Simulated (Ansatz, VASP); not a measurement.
# InC2 in VASP and in Ansatz

```xyz
6
Lattice="5.6001 0.0000 0.0000 0.0000 5.6001 0.0000 0.0000 0.0000 2.2195" Properties=species:S:1:pos:R:3 pbc="T T T"
In    2.8000    2.8000    0.0000
In    0.0000    0.0000    0.0000
C     4.8339    3.5662    0.0000
C     0.7662    2.0338    0.0000
C     3.5662    0.7662    0.0000
C     2.0338    4.8339    0.0000
```

Alike in both runs: task single point; functional PBE; k mesh 4 × 4 × 8; occupations gaussian, width 0.1 eV; no spin polarisation.

```csv
,VASP,Ansatz
version,VASP 6.6.1,Ansatz 0.2.0
potentials or method,"VASP PAW PBE potentials, release 64 (In_d, C), cutoff 520 eV","scalar-relativistic, plane waves, PAW"
valence electrons in the cell,42,42
```

VASP gave:

* gap on the k mesh at the Fermi level (eV): none
* rms of the force components (eV/Å): 1.664

Question: Estimate Ansatz's values.

Answer: gap on the k mesh at the Fermi level (eV): none; rms of the force components (eV/Å): 1.661.

Atom by atom the forces differ by 0.003 eV/Å (rms over components). A gap of «none» marks a metal or a gap that the smearing closes.
